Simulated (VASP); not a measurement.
# Ge (Cmmm) in VASP: notebook

The runs below take Ge through single point, with LDA.

Program: VASP 6.6.1. These are calculated values, not measurements. Logs are shortened: lines on timing, memory, paths and dates and some standing lists are left out, and cuts for length are marked.

**1. The cell of the first run**

Symmetry: Cmmm, No. 65, orthorhombic system. Conventional cell: a = 2.794 Å, b = 5.201 Å, c = 2.698 Å, α = 90.00°, β = 90.00°, γ = 90.00°. Ge (site symmetry mmm) has 8 Ge at 2.70 to 2.95 Å within 3.6 Å.

**2. Single point, LDA**

The input, INCAR:

```
SYSTEM = Ge
ALGO = Normal ; EDIFF = 1E-6
ENCUT = 520 ; ISIF = 2
ISMEAR = 1 ; LASPH = .TRUE.
LCHARG = .FALSE. ; LREAL = .FALSE.
LWAVE = .FALSE. ; NBANDS = 13
NELM = 100 ; PREC = Accurate
SIGMA = 0.1
```

The input, KPOINTS:

```
k-points
0
G
  3 3 3
  0 0 0
```

The input, POSCAR:

```
Ge
1.0
    1.3971500000     -2.6005200000      0.0000000000
    1.3971500000      2.6005200000      0.0000000000
    0.0000000000      0.0000000000      2.6982300000
Ge
1
Direct
    0.5000000000      0.5000000000      0.0000000000
```

Potentials or basis: VASP PAW LDA potentials, release 64 (Ge_d).

Command:

```bash
> cat potpaw_LDA.64/Ge_d/POTCAR > POTCAR
> mpirun -np 1 vasp_std > vasp.out
```

OUTCAR:

```text
SYSTEM = Ge
   EDIFF = 1E-6
   ENCUT = 520
   ISIF = 2
   ISMEAR = 1
   LASPH = .TRUE.
   LREAL = .FALSE.
   NELM = 100
   PREC = Accurate

 ion  position               nearest neighbor table
   1  0.500  0.500  0.000-

  LATTYP: Found a base centered orthorhombic cell.
 ALAT       =     2.7943000000
 B/A-ratio  =     1.8613033676
 C/A-ratio  =     0.9656192964

  Lattice vectors:

 A1 = (   1.3971500000,  -2.6005200000,   0.0000000000)
 A2 = (   1.3971500000,   2.6005200000,   0.0000000000)
 A3 = (   0.0000000000,   0.0000000000,   2.6982300000)

Analysis of symmetry for initial positions (statically):
=====================================================================
 Subroutine PRICEL returns:
 Original cell was already a primitive cell.

 Routine SETGRP: Setting up the symmetry group for a
 base centered orthorhombic supercell.

 Subroutine GETGRP returns: Found  8 space group operations
 (whereof  8 operations were pure point group operations)
 out of a pool of  8 trial point group operations.

The static configuration has the point symmetry D_2h.

Analysis of symmetry for dynamics (positions and initial velocities):
=====================================================================
 Subroutine PRICEL returns:
 Original cell was already a primitive cell.

 Routine SETGRP: Setting up the symmetry group for a
 base centered orthorhombic supercell.

 Subroutine GETGRP returns: Found  8 space group operations
 (whereof  8 operations were pure point group operations)
 out of a pool of  8 trial point group operations.

The dynamic configuration has the point symmetry D_2h.

 Subroutine INISYM returns: Found  8 space group operations
 (whereof  8 operations are pure point group operations),
 and found     1 'primitive' translations

----------------------------------------------------------------------------------------

                                     Primitive cell

  volume of cell :      19.6070

  direct lattice vectors                    reciprocal lattice vectors
     1.397150000 -2.600520000  0.000000000     0.357871381 -0.192269238  0.000000000
     1.397150000  2.600520000  0.000000000     0.357871381  0.192269238  0.000000000
     0.000000000  0.000000000  2.698230000     0.000000000  0.000000000  0.370613328

  length of vectors
     2.952072559  2.952072559  2.698230000     0.406250397  0.406250397  0.370613328

  position of ions in fractional coordinates (direct lattice)
     0.500000000  0.500000000  0.000000000

  ion indices of the primitive-cell ions
   primitive index   ion index
                 1           1

----------------------------------------------------------------------------------------

 KPOINTS: k-points

Automatic generation of k-mesh.
 Grid dimensions read from file:
 generate k-points for:    3    3    3

 Generating k-lattice:

  Cartesian coordinates                     Fractional coordinates (reciprocal lattice)
     0.119290460 -0.064089746  0.000000000     0.333333333  0.000000000  0.000000000
     0.119290460  0.064089746  0.000000000     0.000000000  0.333333333  0.000000000
     0.000000000  0.000000000  0.123537776     0.000000000  0.000000000  0.333333333

  Length of vectors
     0.135416799  0.135416799  0.123537776

  Shift w.r.t. Gamma in fractional coordinates (k-lattice)
     0.000000000  0.000000000  0.000000000

 Subroutine IBZKPT returns following result:
 ===========================================

 Found      8 irreducible k-points:

 Following reciprocal coordinates:
            Coordinates               Weight
  0.000000  0.000000  0.000000      1.000000
  0.333333  0.000000  0.000000      4.000000
  0.333333  0.333333  0.000000      2.000000
 -0.333333  0.333333  0.000000      2.000000
  0.000000  0.000000  0.333333      2.000000
  0.333333  0.000000  0.333333      8.000000
  0.333333  0.333333  0.333333      4.000000
 -0.333333  0.333333  0.333333      4.000000
   k-points           NKPTS =      8   k-points in BZ     NKDIM =      8   number of bands    NBANDS=     13
   number of dos      NEDOS =    301   number of ions     NIONS =      1
   total plane-waves  NPLWV =  11520
   dimension x,y,z NGX =    24 NGY =   24 NGZ =   20
   dimension x,y,z NGXF=    48 NGYF=   48 NGZF=   40
   ions per type =               1
   NGX,Y,Z   is equivalent  to a cutoff of  13.52, 13.52, 12.32 a.u.
   NGXF,Y,Z  is equivalent  to a cutoff of  27.03, 27.03, 24.65 a.u.
 SYSTEM =  Ge
   PREC   = accura    normal or accurate (medium, high low for compatibility)
   ISTART =      0    job   : 0-new  1-cont  2-samecut
   ICHARG =      2    charge: 1-file 2-atom 10-const
   ISPIN  =      1    spin polarized calculation?
   LNONCOLLINEAR =      F non collinear calculations
   LSORBIT =      F    spin-orbit coupling
   LASPH  =      T    aspherical Exc in radial PAW
   ENCUT  =  520.0 eV  38.22 Ry    6.18 a.u.   5.49  5.49  5.02*2*pi/ulx,y,z
   NELM   =    100;   NELMIN=  2; NELMDL= -5     # of ELM steps
   EDIFF  = 0.1E-05   stopping-criterion for ELM
   LREAL  =      F    real-space projection
   EDIFFG = 0.1E-04   stopping-criterion for IOM
   NSW    =      0    number of steps for IOM
   IBRION =     -1    ionic relax: 0-MD 1-quasi-New 2-CG
   NFREE  =      0    steps in history (QN), initial steepest desc. (CG)
   ISIF   =      2    stress and relaxation
   ISYM   =      2    0-nonsym 1-usesym 2-fastsym
   POTIM  = 0.5000    time-step for ionic-motion
   TEBEG  =    0.0;   TEEND  =   0.0 temperature during run
   PSTRESS=    0.0 pullay stress
   NELECT =      14.0000    total number of electrons
   NUPDOWN=      -1.0000    fix difference up-down
   EMIN   =  10.00;   EMAX   =-10.00  energy-range for DOS
   EFERMI =   0.00;   METHOD = LEGACY
   ISMEAR =     1;   SIGMA  =   0.10  broadening in eV -4-tet -1-fermi 0-gaus
   EFERMI_NEDOS =   21; number of points for ismear=-14 and -15
   IALGO  =     38    algorithm
   IMIX   =      4    mixing-type and parameters
     AMIX     =   0.40;   BMIX     =  1.00
     AMIX_MAG =   1.60;   BMIX_MAG =  1.00
  volume/ion in A,a.u.               =      19.61       132.31
  Fermi-wavevector in a.u.,A,eV,Ry     =   1.463233  2.765109 29.130759  2.141050
  Thomas-Fermi vector in A             =   2.579352
   LORBIT       =      0    0 simple, 1 ext, 2 COOP (PROOUT), +10 PAW based schemes
   GGA     = CA    functional components
   LHFCALC =     F    Hartree Fock is set to
   AEXX    =    0.0000 exact exchange contribution
   IVDW    =     0    specifies the selected vdW correction
   LEPSILON=     F    determine dielectric tensor
   LRPA    =     F    only Hartree local field effects (RPA)
 non-spin polarized calculation
 Methfessel and Paxton  Order N= 1 SIGMA  =   0.10
  energy-cutoff  :      520.00
  volume of cell :       19.61
 maximum number of plane-waves:       539
 NGX is ok and might be reduce to    24
   NGX = 11   NGY = 11   NGZ = 11

 number of electron      14.0000003 magnetization

 Free energy of the ion-electron system (eV)
  ---------------------------------------------------
  ext. energy  EPLUGINS =         0.00000000
  ---------------------------------------------------
  free energy    TOTEN  =        -4.26131436 eV

  energy without entropy =       -4.25350744  energy(sigma->0) =       -4.25871205

 E-fermi :   5.1525     XC(G=0): -11.3344

 val. band max:        4.8139769014   @ k =  -0.3333   0.3333   0.3333
 cond. band min:       5.1674062004   @ k =   0.3333   0.0000   0.3333
 fundamental gap:      0.3534292990
 Fermi energy:         5.1524511176

 k-point     1 :       0.0000    0.0000    0.0000
  band No.  band energies     occupation
      1     -19.0454      2.00000
      2     -18.9015      2.00000
      3     -18.8514      2.00000
      4     -18.8035      2.00000
      5     -18.8021      2.00000
      6      -6.9496      2.00000
      7      12.4668      0.00000
      8      12.9631      0.00000
      9      14.4133      0.00000
     10      16.1450      0.00000
     11      18.4994      0.00000
     12      20.7630      0.00000
     13      21.0585      0.00000

 k-point     2 :       0.3333    0.0000    0.0000
  band No.  band energies     occupation
      1     -19.0011      2.00000
      2     -18.8815      2.00000
      3     -18.8423      2.00000
      4     -18.8118      2.00000
      5     -18.7923      2.00000
      6      -4.3010      2.00000
      7       4.3119      2.00000
      8       9.9723      0.00000
      9      14.2164      0.00000
     10      14.8170      0.00000
     11      19.3799      0.00000
     12      25.4266      0.00000
     13      25.6560      0.00000

 k-point     3 :       0.3333    0.3333    0.0000
  band No.  band energies     occupation
      1     -18.9777      2.00000
      2     -18.8422      2.00000
      3     -18.8353      2.00000
      4     -18.8294      2.00000
      5     -18.8174      2.00000
      6      -1.3269      2.00000
      7       2.7283      2.00000
      8       2.7917      2.00000
      9      16.6573      0.00000
     10      22.5457      0.00000
     11      23.6209      0.00000
     12      24.4935      0.00000
     13      24.5028      0.00000

 k-point     4 :      -0.3333    0.3333    0.0000
  band No.  band energies     occupation
      1     -19.0251      2.00000
      2     -18.8916      2.00000
      3     -18.8330      2.00000
      4     -18.8078      2.00000
      5     -18.7882      2.00000
      6      -4.6452      2.00000
      7       3.5204      2.00000
      8      11.6636      0.00000
      9      14.4570      0.00000
     10      15.6521      0.00000
     11      19.2246      0.00000
     12      24.7914      0.00000
     13      25.3287      0.00000

 k-point     5 :       0.0000    0.0000    0.3333
  band No.  band energies     occupation
      1     -18.9123      2.00000
      2     -18.8753      2.00000
      3     -18.8544      2.00000
      4     -18.8510      2.00000
      5     -18.8449      2.00000
      6      -4.8174      2.00000
      7       2.9885      2.00000
      8      14.7986      0.00000
      9      16.2480      0.00000
     10      20.1152      0.00000
     11      21.8378      0.00000
     12      22.9948      0.00000
     13      23.5971      0.00000

 k-point     6 :       0.3333    0.0000    0.3333
  band No.  band energies     occupation
      1     -18.9074      2.00000
      2     -18.8935      2.00000
      3     -18.8655      2.00000
      4     -18.8171      2.00000
      5     -18.7873      2.00000
      6      -2.1793      2.00000
      7       5.1674      0.74999
      8       6.7187     -0.00000
      9      11.8262      0.00000
     10      14.7404      0.00000
     11      16.4740      0.00000
     12      21.6724      0.00000
     13      23.1366      0.00000

 k-point     7 :       0.3333    0.3333    0.3333
  band No.  band energies     occupation
      1     -18.9061      2.00000
      2     -18.8919      2.00000
      3     -18.8278      2.00000
      4     -18.8127      2.00000
      5     -18.8083      2.00000
      6       0.8391      2.00000
      7       4.6785      2.00000
      8       4.7106      2.00000
      9       7.9509      0.00000
     10      13.5766      0.00000
     11      13.7714      0.00000
     12      26.1424      0.00000
     13      27.5799      0.00000

 k-point     8 :      -0.3333    0.3333    0.3333
  band No.  band energies     occupation
      1     -18.9331      2.00000
      2     -18.8974      2.00000
      3     -18.8589      2.00000
      4     -18.8133      2.00000
      5     -18.7835      2.00000
      6      -2.5198      2.00000
      7       4.8140      2.00002
      8       5.8994     -0.00000
      9      13.5191      0.00000
     10      14.0417      0.00000
     11      17.9886      0.00000
     12      23.5228      0.00000
     13      24.4067      0.00000

------------------------ aborting loop because EDIFF is reached ----------------------------------------

  FORCE on cell =-STRESS in cart. coord.  units (eV):
  Direction    XX          YY          ZZ          XY          YZ          ZX
  --------------------------------------------------------------------------------------
  -------------------------------------------------------------------------------------
  Total       -0.3625036     -1.5149255     -1.0214814      0.0000000      0.0000000      0.0000000
  in kB      -29.6217511   -123.7911670    -83.4697031      0.0000000      0.0000000      0.0000000
  external PRESSURE =     -78.9608737 kB  Pullay stress =       0.0000000 kB

 VOLUME and BASIS-vectors are now :
 -----------------------------------------------------------------------------
  energy-cutoff  :      520.00
  volume of cell :       19.61
      direct lattice vectors                 reciprocal lattice vectors
     1.397150000 -2.600520000  0.000000000     0.357871381 -0.192269238  0.000000000
     1.397150000  2.600520000  0.000000000     0.357871381  0.192269238  0.000000000
     0.000000000  0.000000000  2.698230000     0.000000000  0.000000000  0.370613328

 POSITION                                       TOTAL-FORCE (eV/Angst)
 -----------------------------------------------------------------------------------
      1.39715      0.00000      0.00000        -0.000000      0.000000      0.000000
 -----------------------------------------------------------------------------------
    total drift:                               -0.000000     -0.000000     -0.000000

  FREE ENERGIE OF THE ION-ELECTRON SYSTEM (eV)
  ---------------------------------------------------
  free  energy   TOTEN  =        -4.2613143595 eV

  energy  without entropy=       -4.2535074364  energy(sigma->0) =       -4.25871205
```

It took 2.3 s on 1 thread of AMD EPYC 7R13 (Zen 3), shared host; peak memory 0.09 GiB.

Results:

- Free energy: -4.2613 eV
- Pressure: -7.9 GPa
- Band gap on the k mesh: zero (band 7 reaches 12.47 eV, above the bottom of band 8 at 2.79 eV)

Caveat: the k points lie up to 0.85 Å⁻¹ apart.

(Continued in part 2 of 2.)
